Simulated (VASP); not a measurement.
A run of VASP 6.6.1 is set up as follows.

Contents of INCAR:

```
SYSTEM = PtSe2
ALGO = Normal
DIPOL = 0.5 0.5 0.289
EDIFF = 1E-6
ENCUT = 520
GGA = PE
IDIPOL = 3
ISIF = 2
ISMEAR = 0
LASPH = .TRUE.
LCHARG = .FALSE.
LDIPOL = .TRUE.
LREAL = .FALSE.
LWAVE = .FALSE.
NBANDS = 56
NELM = 100
PREC = Accurate
SIGMA = 0.03
```

File KPOINTS:

```
k-points
0
G
  12 12 1
  0 0 0
```

Contents of POSCAR:

```
PtSe2
1.0
    3.7535057520      0.0000000000      0.0000000000
   -1.8767528760      3.2506313345      0.0000000000
    0.0000000000      0.0000000000     59.3320000012
Pt Se
4 8
Direct
    0.0000000000      0.0000000000      0.1653244671
    0.0000000000      0.0000000000      0.2475878009
    0.0000000000      0.0000000000      0.3296386536
    0.0000000000      0.0000000000      0.4119019874
    0.3333333333      0.6666666667      0.1868680686
    0.6666666667      0.3333333333      0.1432206522
    0.3333333333      0.6666666667      0.2693198141
    0.6666666667      0.3333333333      0.2258532469
    0.3333333333      0.6666666667      0.3513732076
    0.6666666667      0.3333333333      0.3079066404
    0.3333333333      0.6666666667      0.4340058023
    0.6666666667      0.3333333333      0.3903583859
```

Potentials or basis: VASP PAW PBE potentials, release 64 (Pt, Se).

Launch:

```console
$ cat potpaw_PBE.64/Pt/POTCAR potpaw_PBE.64/Se/POTCAR > POTCAR
$ mpirun -np 1 vasp_std > vasp.out
```

(1) Predict the band gap on the k mesh.

(2) Estimate the largest force.

## Answers

(1) zero (band 44 reaches -0.66 eV, above the bottom of band 45 at -0.90 eV).

(2) 0.121 eV/Å.

Caveat: spin-orbit coupling is left out, which moves the levels of the heavy elements.
